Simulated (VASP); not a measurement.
Write the native input for VASP 6.6.1 that does the following.

* Task: electric field gradients
* Functional: PBEsol
* Potentials or basis: VASP PAW PBE potentials, release 64 (Zr_sv)
* Cutoff: 520 eV
* k mesh: 13 × 13 × 7
* Occupations: fermi-dirac, width 0.08 eV
* Spin: no spin polarisation
* Dipole correction: no
* Further INCAR settings: ALGO = Normal; EDIFF = 1e-08; NBANDS = 19

The structure of Zr lies in POSCAR:

```
Zr
1.0
    3.2103063057      0.0000000000      0.0000000000
   -1.6051531528      2.7802068146      0.0000000000
    0.0000000000      0.0000000000      5.1124553350
Zr
2
Direct
    0.3333333333      0.6666666667      0.2500000000
    0.6666666667      0.3333333333      0.7500000000
```

The input as run:

INCAR

```
SYSTEM = Zr
PREC = Accurate ; ENCUT = 520
EDIFF = 1E-8 ; ISMEAR = -1
SIGMA = 0.08 ; LREAL = .False.
LASPH = .True. ; NELM = 80
ALGO = Normal ; ISIF = 2
LWAVE = .False. ; LCHARG = .False.
GGA = PS ; LEFG = .True.
NBANDS = 19
```

KPOINTS

```
Automatic mesh
0
Gamma
  13 13 7
  0 0 0
```

Potentials or basis: VASP PAW PBE potentials, release 64 (Zr_sv).

Run with:

```sh
$ cat potpaw_PBE.64/Zr_sv/POTCAR > POTCAR
$ mpirun -np 1 vasp_std > vasp.out
```

Results of the run:

```json
{"Pressure": "-1.4 GPa", "Band gap on the k mesh": "zero (bands 12 and 13 overlap by 1.12 eV)", "Largest electric field gradient by atom": "Zr +43.6 V/Å²"}
```

Caveat: without QUAD_EFG the Cq values of the log hold for a quadrupole moment of 1 mb, not for the nuclei; the PAW data sets were made with another functional, which shifts forces and pressure a little.

Run time: 54 s on 1 thread of Intel(R) Xeon(R) Platinum 8259CL CPU @ 2.50GHz (Skylake/Cascade Lake), with other jobs on the host, peak memory 0.19 GiB.
